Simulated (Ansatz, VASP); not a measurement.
One calculation of Hg, two programs

INCAR

```
  PREC = Accurate
  ENCUT = 500
  EDIFF = 1E-6
  ISMEAR = -1
  SIGMA = 0.01
  LREAL = F
  LASPH = T
  NELM = 120
  ALGO = Normal
  ISIF = 2
  LWAVE = F
  LCHARG = T
  GGA = CA
  LELF = T
  LVHAR = T
  NBANDS = 16
  GGA_COMPAT = F
```

Contents of KPOINTS:

```
regular mesh
0
Gamma
  11 11 11
```

The input POSCAR:

```
Hg
1.0
    1.7463233735      1.0082402698      2.1478810803
   -1.7463233735      1.0082402698      2.1478810803
    0.0000000000     -2.0164805396      2.1478810803
Hg
1
Direct
    0.0000000000      1.0000000000      0.0000000000
```

Input for Ansatz:

```yaml
crystal:
  lattice:
    - [1.7463233735, 1.0082402698, 2.1478810803]
    - [-1.7463233735, 1.0082402698, 2.1478810803]
    - [0.0, -2.0164805396, 2.1478810803]
  atoms:
    - { symbol: Hg, position: [0.0, 1.0, 0.0] }
hamiltonian:
  xc: lda
  pseudopotentials:
    kind: paw
    azcp:
      Hg: "pseudopotentials/Hg.paw.azcp"
basis:
  ecutwfc: 420
  fft_grid_basis: typed
kpoints:
  mp_grid: { grid: [11, 11, 11], shift: [0, 0, 0] }
magnetization:
  spin_polarized: false
scf:
  occupations: { method: fermi_dirac, width: 0.01 }
  lower_state_search: "off"
output:
  stress: true
```

Alike in both runs: task single point; functional LDA; k mesh 11 × 11 × 11; occupations fermi-dirac, width 0.01 eV; no spin polarisation.

|  | VASP | Ansatz |
| --- | --- | --- |
| version | VASP 6.6.1 | Ansatz 0.2.0 |
| potentials or method | VASP PAW LDA potentials, release 64 (Hg_sv_GW), cutoff 500 eV | plane waves (420 eV) with PAW, scalar-relativistic |
| valence electrons in the cell | 20 | 20 |

|  | VASP | Ansatz | Ansatz less VASP |
| --- | --- | --- | --- |
| pressure (GPa) | -0.9 | 0.2 | +1.13 |
| traceless stress, the component that is largest in VASP (GPa) | 0.33 | 0.19 | -0.139 |

Ansatz warns that its potentials were made for another functional, while VASP's fit it. LDA's correlation is that of Perdew and Zunger in VASP and of Perdew and Wang (1992) in Ansatz.

Neither program's run includes spin-orbit coupling.
